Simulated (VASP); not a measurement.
Crystal: Zn5O.

```
CELL_PARAMETERS angstrom
5.99418 0.00000 0.00000
0.00000 5.99418 0.00000
0.00000 0.00000 2.94487
ATOMIC_POSITIONS crystal
Zn 0.28064 0.28064 0.50000
Zn 0.71936 0.71936 0.50000
Zn 0.28064 0.71936 0.50000
Zn 0.71936 0.28064 0.50000
Zn 0.00000 0.00000 0.50000
O 0.50000 0.50000 0.00000
```

The cell was built from a structure type or drawn by symmetry, and may not be a known phase.

```yaml
Program: VASP 6.6.1
Task: relaxation of cell and atoms
Functional: PBE
Potentials_or_basis: VASP PAW PBE potentials, release 64 (Zn, O)
Cutoff: 600 eV
k_mesh: 4 × 4 × 6
Occupations: gaussian, width 0.1 eV
Spin: no spin polarisation
```

At the start: pressure 0.5 GPa; volume 17.63 Å³/atom.

Question: How do energy, volume and symmetry change on relaxing?

Answer: Over 8 steps the energy falls by 7.7 meV/atom and the volume is 17.67 Å³/atom (+0.2 %); space group P4/mmm (No. 123, to 0.1 Å) before and after.

The path:
```csv
step,energy change (eV),largest force (eV/Å),pressure (GPa),volume (Å³)
1,0.0000,0.0748,0.54,105.81
2,-0.0233,0.0288,-0.11,106.72
3,-0.0361,0.0353,-0.78,107.77
4,-0.0365,0.0484,-0.94,107.97
5,-0.0445,0.0932,-0.16,106.37
6,-0.0445,0.1011,0.01,106.09
7,-0.0446,0.0979,-0.02,106.20
8,-0.0462,0.0280,0.01,106.01
```

Final structure:
```yaml
crystal:
  lattice:
    - [6.11364, 0.00000, 0.00000]
    - [0.00000, 6.11364, 0.00000]
    - [0.00000, 0.00000, 2.83625]
  atoms:
    - { symbol: Zn, position: [0.28080, 0.28080, 0.50000] }
    - { symbol: Zn, position: [0.71920, 0.71920, 0.50000] }
    - { symbol: Zn, position: [0.28080, 0.71920, 0.50000] }
    - { symbol: Zn, position: [0.71920, 0.28080, 0.50000] }
    - { symbol: Zn, position: [0.00000, 0.00000, 0.50000] }
    - { symbol: O, position: [0.50000, 0.50000, 0.00000] }
```
